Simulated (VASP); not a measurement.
# MnAs (P6_3/mmc) in VASP: notebook

The runs below take MnAs through single point, with PBEsol+U.

Everything below comes from runs of VASP 6.6.1. Logs are shortened: lines on timing, memory, paths and dates and some standing lists are left out, and cuts for length are marked.

## Step 1: The cell of the first run

The structure is hexagonal, space group P6_3/mmc (No. 194). Conventional cell: a = 3.833 Å, b = 3.833 Å, c = 6.024 Å, α = 90.00°, β = 90.00°, γ = 120.00°. As (site symmetry -6m2) has 6 Mn at 2.68 Å within 3.5 Å. Within 3.5 Å of Mn (site symmetry -3m) lie 6 As at 2.68 Å and 2 Mn at 3.01 Å.

## Step 2: Single point, PBEsol+U, collinear spin, ferromagnetic start

INCAR reads:

```
PREC = Accurate
ENCUT = 520
EDIFF = 1E-6
ISMEAR = -1
SIGMA = 0.05
LREAL = False
LASPH = True
NELM = 150
ALGO = Normal
ISIF = 2
LWAVE = False
LCHARG = False
ISPIN = 2
MAGMOM = 0 0 4 4
LORBIT = 11
LMAXMIX = 4
LDAU = True
LDAUTYPE = 2
LDAUL = -1 2
LDAUU = 0 5
LDAUJ = 0 0
LDAUPRINT = 1
GGA = PS
NBANDS = 30
```

KPOINTS reads:

```
regular mesh
0
Gamma
  8 8 5
```

POSCAR reads:

```
MnAs
1.0
    3.8325854146      0.0000000000      0.0000000000
   -1.9162927073      3.3191163312      0.0000000000
    0.0000000000      0.0000000000      6.0240385837
As Mn
2 2
Direct
    0.6666666667      0.3333333333      0.7500000000
    0.3333333333      0.6666666667      0.2500000000
    0.0000000000      0.0000000000      0.5000000000
    0.0000000000      0.0000000000      0.0000000000
```

Potentials or basis: VASP PAW PBE potentials, release 64 (As, Mn_pv).

Launch:

```
> cat potpaw_PBE.64/As/POTCAR potpaw_PBE.64/Mn_pv/POTCAR > POTCAR
> mpirun -np 1 vasp_std > vasp.out
```

OUTCAR:

```text
PREC = Accurate
   ENCUT = 520
   EDIFF = 1E-6
   ISMEAR = -1
   LREAL = False
   LASPH = True
   NELM = 150
   ISIF = 2
   ISPIN = 2
   LORBIT = 11
   GGA = PS

 ion  position               nearest neighbor table
   1  0.667  0.333  0.750-   3 2.68   4 2.68   3 2.68   4 2.68   3 2.68   4 2.68
   2  0.333  0.667  0.250-   3 2.68   4 2.68   3 2.68   4 2.68   3 2.68   4 2.68
   3  0.000  0.000  0.500-   1 2.68   2 2.68   2 2.68   1 2.68   1 2.68   2 2.68   4 3.01   4 3.01

   4  0.000  0.000  0.000-   1 2.68   2 2.68   2 2.68   1 2.68   1 2.68   2 2.68   3 3.01   3 3.01

  LATTYP: Found a hexagonal cell.
 ALAT       =     3.8325854146
 C/A-ratio  =     1.5717949979

  Lattice vectors:

 A1 = (   3.8325854146,   0.0000000000,   0.0000000000)
 A2 = (  -1.9162927073,   3.3191163312,   0.0000000000)
 A3 = (   0.0000000000,   0.0000000000,   6.0240385837)

Analysis of symmetry for initial positions (statically):
=====================================================================
 Subroutine PRICEL returns:
 Original cell was already a primitive cell.

 Routine SETGRP: Setting up the symmetry group for a
 hexagonal supercell.

 Subroutine GETGRP returns: Found 24 space group operations
 (whereof 12 operations were pure point group operations)
 out of a pool of 24 trial point group operations.

The static configuration has the point symmetry D_3d.
 The point group associated with its full space group is D_6h.

Analysis of symmetry for dynamics (positions and initial velocities):
=====================================================================
 Subroutine PRICEL returns:
 Original cell was already a primitive cell.

 Routine SETGRP: Setting up the symmetry group for a
 hexagonal supercell.

 Subroutine GETGRP returns: Found 24 space group operations
 (whereof 12 operations were pure point group operations)
 out of a pool of 24 trial point group operations.

The dynamic configuration has the point symmetry D_3d.
 The point group associated with its full space group is D_6h.

Analysis of structural, dynamic, and magnetic symmetry:
=====================================================================
 Subroutine PRICEL returns:
 Original cell was already a primitive cell.

 Routine SETGRP: Setting up the symmetry group for a
 hexagonal supercell.

 Subroutine GETGRP returns: Found 24 space group operations
 (whereof 12 operations were pure point group operations)
 out of a pool of 24 trial point group operations.

The overall configuration has the point symmetry D_3d.
 The point group associated with its full space group is D_6h.

 Subroutine INISYM returns: Found 24 space group operations
 (whereof 12 operations are pure point group operations),
 and found     1 'primitive' translations

----------------------------------------------------------------------------------------

                                     Primitive cell

  volume of cell :      76.6306

  direct lattice vectors                    reciprocal lattice vectors
     3.832585415  0.000000000  0.000000000     0.260920473  0.150642505  0.000000000
    -1.916292707  3.319116331  0.000000000     0.000000000  0.301285011  0.000000000
     0.000000000  0.000000000  6.024038584     0.000000000  0.000000000  0.166001593

  length of vectors
     3.832585415  3.832585415  6.024038584     0.301285011  0.301285011  0.166001593

  position of ions in fractional coordinates (direct lattice)
     0.666666667  0.333333333  0.750000000
     0.333333333  0.666666667  0.250000000
     0.000000000  0.000000000  0.500000000
     0.000000000  0.000000000  0.000000000

  ion indices of the primitive-cell ions
   primitive index   ion index
                 1           1
                 2           2
                 3           3
                 4           4

[... 85 lines left out ...]
   EFERMI =   0.00;   METHOD = LEGACY
   ISMEAR =    -1;   SIGMA  =   0.05  broadening in eV -4-tet -1-fermi 0-gaus
   EFERMI_NEDOS =   21; number of points for ismear=-14 and -15
   IALGO  =     38    algorithm
   IMIX   =      4    mixing-type and parameters
     AMIX     =   0.40;   BMIX     =  1.00
     AMIX_MAG =   1.60;   BMIX_MAG =  1.00
  volume/ion in A,a.u.               =      19.16       129.28
  Fermi-wavevector in a.u.,A,eV,Ry     =   1.272648  2.404956 22.036445  1.619633
  Thomas-Fermi vector in A             =   2.405515
   LORBIT       =     11    0 simple, 1 ext, 2 COOP (PROOUT), +10 PAW based schemes
 LDA+U is selected, type is set to LDAUTYPE =  2
   angular momentum for each species LDAUL =    -1    2
   U (eV)           for each species LDAUU =   0.0  5.0
   J (eV)           for each species LDAUJ =   0.0  0.0
   GGA     = PS    functional components
   LHFCALC =     F    Hartree Fock is set to
   AEXX    =    0.0000 exact exchange contribution
   IVDW    =     0    specifies the selected vdW correction
   LEPSILON=     F    determine dielectric tensor
   LRPA    =     F    only Hartree local field effects (RPA)
 spin polarized calculation
  energy-cutoff  :      520.00
  volume of cell :       76.63
 maximum number of plane-waves:      2078
 NGX is ok and might be reduce to    30
   NGX = 15   NGY = 15   NGZ = 23

atom =   3  type =  2  l = 2

 onsite density matrix

spin component  1

  0.9202 -0.0000  0.0000 -0.0132  0.0000
 -0.0000  0.9102  0.0000 -0.0000 -0.0132
  0.0000  0.0000  0.9290  0.0000 -0.0000
 -0.0132 -0.0000  0.0000  0.9102 -0.0000
  0.0000 -0.0132 -0.0000 -0.0000  0.9202

spin component  2

  0.0544  0.0000  0.0000  0.0473 -0.0000
  0.0000  0.0881 -0.0000  0.0000  0.0473
  0.0000 -0.0000  0.0347 -0.0000 -0.0000
  0.0473  0.0000 -0.0000  0.0881  0.0000
 -0.0000  0.0473 -0.0000  0.0000  0.0544

 occupancies and eigenvectors

  o =  0.0210  v =  0.0000  0.0000  0.0000  0.0000  0.0000  0.0000 -0.5766  0.0000 -0.0000  0.8170      0.0000  0.0000  0.0000  0.0000  0.0000  0.0000  0.0000  0.0000  0.0000  0.0000
  o =  0.0210  v =  0.0000  0.0000  0.0000  0.0000  0.0000 -0.8170 -0.0000  0.0000  0.5766  0.0000      0.0000  0.0000  0.0000  0.0000  0.0000  0.0000  0.0000  0.0000  0.0000  0.0000
  o =  0.0347  v =  0.0000  0.0000  0.0000  0.0000  0.0000 -0.0000 -0.0000 -1.0000  0.0000  0.0000      0.0000  0.0000  0.0000  0.0000  0.0000  0.0000  0.0000  0.0000  0.0000  0.0000
  o =  0.1215  v =  0.0000  0.0000  0.0000  0.0000  0.0000 -0.0000  0.8170 -0.0000 -0.0000  0.5766      0.0000  0.0000  0.0000  0.0000  0.0000  0.0000  0.0000  0.0000  0.0000  0.0000
  o =  0.1215  v =  0.0000  0.0000  0.0000  0.0000  0.0000 -0.5766 -0.0000  0.0000 -0.8170 -0.0000      0.0000  0.0000  0.0000  0.0000  0.0000  0.0000  0.0000  0.0000  0.0000  0.0000
  o =  0.9011  v =  0.0000  0.8228  0.0000  0.0000  0.5684  0.0000  0.0000  0.0000  0.0000  0.0000      0.0000  0.0000  0.0000  0.0000  0.0000  0.0000  0.0000  0.0000  0.0000  0.0000
  o =  0.9011  v = -0.5684  0.0000  0.0000 -0.8228  0.0000  0.0000  0.0000  0.0000  0.0000  0.0000      0.0000  0.0000  0.0000  0.0000  0.0000  0.0000  0.0000  0.0000  0.0000  0.0000
  o =  0.9290  v =  0.0000  0.0000 -1.0000 -0.0000 -0.0000  0.0000  0.0000  0.0000  0.0000  0.0000      0.0000  0.0000  0.0000  0.0000  0.0000  0.0000  0.0000  0.0000  0.0000  0.0000
  o =  0.9294  v =  0.0000 -0.5684 -0.0000 -0.0000  0.8228  0.0000  0.0000  0.0000  0.0000  0.0000      0.0000  0.0000  0.0000  0.0000  0.0000  0.0000  0.0000  0.0000  0.0000  0.0000
  o =  0.9294  v =  0.8228  0.0000  0.0000 -0.5684 -0.0000  0.0000  0.0000  0.0000  0.0000  0.0000      0.0000  0.0000  0.0000  0.0000  0.0000  0.0000  0.0000  0.0000  0.0000  0.0000

atom =   4  type =  2  l = 2

 onsite density matrix

spin component  1

  0.9202 -0.0000  0.0000  0.0132  0.0000
 -0.0000  0.9102 -0.0000 -0.0000  0.0132
  0.0000 -0.0000  0.9290 -0.0000 -0.0000
  0.0132 -0.0000 -0.0000  0.9102  0.0000
  0.0000  0.0132 -0.0000  0.0000  0.9202

spin component  2

  0.0544 -0.0000  0.0000 -0.0473 -0.0000
 -0.0000  0.0881  0.0000  0.0000 -0.0473
  0.0000  0.0000  0.0347 -0.0000 -0.0000
 -0.0473  0.0000 -0.0000  0.0881 -0.0000
 -0.0000 -0.0473 -0.0000 -0.0000  0.0544

 occupancies and eigenvectors

  o =  0.0210  v =  0.0000  0.0000  0.0000  0.0000  0.0000  0.0001  0.5766  0.0000  0.0001  0.8170      0.0000  0.0000  0.0000  0.0000  0.0000  0.0000  0.0000  0.0000  0.0000  0.0000
  o =  0.0210  v =  0.0000  0.0000  0.0000  0.0000  0.0000  0.8170 -0.0001 -0.0000  0.5766 -0.0001      0.0000  0.0000  0.0000  0.0000  0.0000  0.0000  0.0000  0.0000  0.0000  0.0000
  o =  0.0347  v =  0.0000  0.0000  0.0000  0.0000  0.0000  0.0000 -0.0000  1.0000  0.0000 -0.0000      0.0000  0.0000  0.0000  0.0000  0.0000  0.0000  0.0000  0.0000  0.0000  0.0000
  o =  0.1215  v =  0.0000  0.0000  0.0000  0.0000  0.0000 -0.0000 -0.8170 -0.0000  0.0000  0.5766      0.0000  0.0000  0.0000  0.0000  0.0000  0.0000  0.0000  0.0000  0.0000  0.0000
  o =  0.1215  v =  0.0000  0.0000  0.0000  0.0000  0.0000 -0.5766  0.0000 -0.0000  0.8170 -0.0000      0.0000  0.0000  0.0000  0.0000  0.0000  0.0000  0.0000  0.0000  0.0000  0.0000
  o =  0.9011  v = -0.0000  0.8228 -0.0000  0.0000 -0.5684  0.0000  0.0000  0.0000  0.0000  0.0000      0.0000  0.0000  0.0000  0.0000  0.0000  0.0000  0.0000  0.0000  0.0000  0.0000
  o =  0.9011  v = -0.5684 -0.0000  0.0000  0.8228  0.0000  0.0000  0.0000  0.0000  0.0000  0.0000      0.0000  0.0000  0.0000  0.0000  0.0000  0.0000  0.0000  0.0000  0.0000  0.0000
  o =  0.9290  v = -0.0000  0.0000  1.0000 -0.0000  0.0000  0.0000  0.0000  0.0000  0.0000  0.0000      0.0000  0.0000  0.0000  0.0000  0.0000  0.0000  0.0000  0.0000  0.0000  0.0000
  o =  0.9294  v =  0.0000  0.5684 -0.0000  0.0000  0.8228  0.0000  0.0000  0.0000  0.0000  0.0000      0.0000  0.0000  0.0000  0.0000  0.0000  0.0000  0.0000  0.0000  0.0000  0.0000
  o =  0.9294  v =  0.8228 -0.0000  0.0000  0.5684 -0.0000  0.0000  0.0000  0.0000  0.0000  0.0000      0.0000  0.0000  0.0000  0.0000  0.0000  0.0000  0.0000  0.0000  0.0000  0.0000

 number of electron      36.0000038 magnetization       8.0707582

 Free energy of the ion-electron system (eV)
  ---------------------------------------------------
  ext. energy  EPLUGINS =         0.00000000
  ---------------------------------------------------
  free energy    TOTEN  =       -25.23425901 eV

  energy without entropy =      -25.22549257  energy(sigma->0) =      -25.22987579

 E-fermi :   5.6195     XC(G=0): -10.6904

 val. band max:        5.6008751825   @ k =   0.0000   0.0000   0.2000
 cond. band min:       5.6233372759   @ k =   0.2500   0.2500   0.0000
 fundamental gap:      0.0224620933
 Fermi energy:         5.6195160262

 spin component 1

 k-point     1 :       0.0000    0.0000    0.0000
  band No.  band energies     occupation
      1     -45.0354      1.00000
      2     -45.0230      1.00000
      3     -45.0230      1.00000
      4     -45.0185      1.00000
      5     -45.0185      1.00000
      6     -44.9851      1.00000
[... 1577 lines left out ...]
     29      14.5497      0.00000
     30      16.0399      0.00000

 [... further k-points ...]

------------------------ aborting loop because EDIFF is reached ----------------------------------------

  FORCE on cell =-STRESS in cart. coord.  units (eV):
  Direction    XX          YY          ZZ          XY          YZ          ZX
  --------------------------------------------------------------------------------------
  -------------------------------------------------------------------------------------
  Total       -0.3966591     -0.3966591     -0.2249683     -0.0000000     -0.0000000      0.0000000
  in kB       -8.2932720     -8.2932720     -4.7035948     -0.0000000     -0.0000000      0.0000000
  external PRESSURE =      -7.0967130 kB  Pullay stress =       0.0000000 kB

 VOLUME and BASIS-vectors are now :
 -----------------------------------------------------------------------------
  energy-cutoff  :      520.00
  volume of cell :       76.63
      direct lattice vectors                 reciprocal lattice vectors
     3.832585415  0.000000000  0.000000000     0.260920473  0.150642505  0.000000000
    -1.916292707  3.319116331  0.000000000     0.000000000  0.301285011  0.000000000
     0.000000000  0.000000000  6.024038584     0.000000000  0.000000000  0.166001593

 POSITION                                       TOTAL-FORCE (eV/Angst)
 -----------------------------------------------------------------------------------
      1.91629      1.10637      4.51803         0.000000     -0.000000      0.000000
     -0.00000      2.21274      1.50601        -0.000000      0.000000      0.000000
      0.00000      0.00000      3.01202        -0.000000      0.000000      0.000000
      0.00000      0.00000      0.00000        -0.000000      0.000000      0.000000
 -----------------------------------------------------------------------------------
    total drift:                               -0.000000      0.000000      0.000000

  FREE ENERGIE OF THE ION-ELECTRON SYSTEM (eV)
  ---------------------------------------------------
  free  energy   TOTEN  =       -25.2342590054 eV

  energy  without entropy=      -25.2254925742  energy(sigma->0) =      -25.22987579

 total charge

# of ion       s       p       d       tot
------------------------------------------
    1        1.245   1.517   0.026   2.788
    2        1.245   1.517   0.026   2.788
    3        0.276   6.220   4.891  11.387
    4        0.276   6.220   4.891  11.387
--------------------------------------------------
tot          3.043  15.473   9.833  28.349

 magnetization (x)

# of ion       s       p       d       tot
------------------------------------------
    1        0.012  -0.299   0.007  -0.280
    2        0.012  -0.299   0.007  -0.280
    3        0.046   0.027   4.261   4.335
    4        0.046   0.027   4.261   4.335
--------------------------------------------------
tot          0.117  -0.543   8.535   8.110
```

Wall time 2 min (1 thread of Intel Xeon Platinum 8488C (Sapphire Rapids), shared host); peak memory 0.29 GiB.

What came out:

* Free energy: -25.2343 eV
* Pressure: -0.7 GPa
* Net moment: 8.07 μB per cell
* Site moments: As -0.28; Mn +4.33 μB
* Valence electrons inside the program's atomic spheres: As 2.79; Mn 11.39

Eigenvalues of the final occupation matrices:
```csv
site,spin,trace,eigenvalues
site 3 d,1,4.59,0.90 0.90 0.93 0.93 0.93
site 3 d,2,0.32,0.02 0.02 0.03 0.12 0.12
site 4 d,1,4.59,0.90 0.90 0.93 0.93 0.93
site 4 d,2,0.32,0.02 0.02 0.03 0.12 0.12
```

Caveat: the PAW data sets were made with another functional, which shifts forces and pressure a little; only a ferromagnetic start was run, and an antiferromagnetic order may lie lower in energy; the U is typed as a test and isn't derived for this compound. The state reached can hang on the start; a lower one may exist.

## Step 3: Single point, PBEsol+U, collinear spin, ferromagnetic start

This run uses another cell than the first one, of 19.58 Å³/atom.

INCAR reads:

```
SYSTEM = MnAs
PREC = Accurate
ENCUT = 520
EDIFF = 1E-6
ISMEAR = -1
SIGMA = 0.05
LREAL = .FALSE.
LASPH = .TRUE.
NELM = 150
ALGO = Normal
ISIF = 2
LWAVE = .FALSE.
LCHARG = .FALSE.
ISPIN = 2
MAGMOM = 0 0 4 4
LORBIT = 11
LMAXMIX = 4
LDAU = .TRUE.
LDAUTYPE = 2
LDAUL = -1 2
LDAUU = 0 6
LDAUJ = 0 0
LDAUPRINT = 1
GGA = PS
NBANDS = 30
```

KPOINTS reads:

```
regular mesh
0
G
  8 8 5
  0 0 0
```

POSCAR reads:

```
MnAs
1.0
    3.8543003472      0.0000000000      0.0000000000
   -1.9271501736      3.3379220145      0.0000000000
    0.0000000000      0.0000000000      6.0888573297
As Mn
2 2
Direct
    0.6666666667      0.3333333333      0.7500000000
    0.3333333333      0.6666666667      0.2500000000
    0.0000000000      0.0000000000      0.5000000000
    0.0000000000      0.0000000000      0.0000000000
```

Potentials or basis: VASP PAW PBE potentials, release 64 (As, Mn_pv).

Launch:

```
> cat potpaw_PBE.64/As/POTCAR potpaw_PBE.64/Mn_pv/POTCAR > POTCAR
> mpirun -np 1 vasp_std > vasp.out
```

Run time: 2.1 min. Hardware: 1 thread of Intel Xeon Platinum 8488C (Sapphire Rapids), shared host; peak memory 0.29 GiB.

It converged, with:

```yaml
Free_energy: -24.5990 eV
Pressure: -0.9 GPa
Net_moment: 8.10 μB per cell
Site_moments: As -0.31; Mn +4.42 μB
Valence_electrons_inside_the_program's_atomic_spheres: As 2.78; Mn 11.36
```

Stress tensor (GPa, compression positive):
```
-1.01  0.00  0.00
 0.00 -1.01  0.00
 0.00  0.00 -0.60
```

Levels at points of the mesh, in eV from the Fermi level:
Spin up:
```
           k point  band 19  band 20  band 21  band 22  band 23  band 24  band 25  band 26
(0.00, 0.00, 0.00)    -3.74     0.68     0.68     1.27     1.65     1.65     3.30     3.45
(0.50, 0.00, 0.00)    -3.62    -3.30    -2.85    -1.61    -0.52     1.82     3.80     4.04
```
Spin down:
```tsv
k point	band 10	band 11	band 12	band 13	band 14	band 15	band 16	band 17	band 18	band 19
(0.00, 0.00, 0.00)	-1.42	-1.42	0.42	0.42	0.88	1.41	2.37	2.37	2.49	2.49
(0.50, 0.00, 0.00)	-3.64	-2.91	-2.19	-1.73	-1.36	0.80	2.68	3.18	3.49	3.70
```

Eigenvalues of the final occupation matrices:
| site | spin | trace | eigenvalues |
| --- | --- | --- | --- |
| site 3 d | 1 | 4.63 | 0.91 0.91 0.93 0.93 0.93 |
| site 3 d | 2 | 0.27 | 0.02 0.02 0.03 0.10 0.10 |
| site 4 d | 1 | 4.63 | 0.91 0.91 0.93 0.93 0.93 |
| site 4 d | 2 | 0.27 | 0.02 0.02 0.03 0.10 0.10 |

Caveat: the PAW data sets were made with another functional, which shifts forces and pressure a little; only a ferromagnetic start was run, and an antiferromagnetic order may lie lower in energy; the U is typed as a test and isn't derived for this compound. The state reached can hang on the start; a lower one may exist.

(Continued in part 2 of 2.)
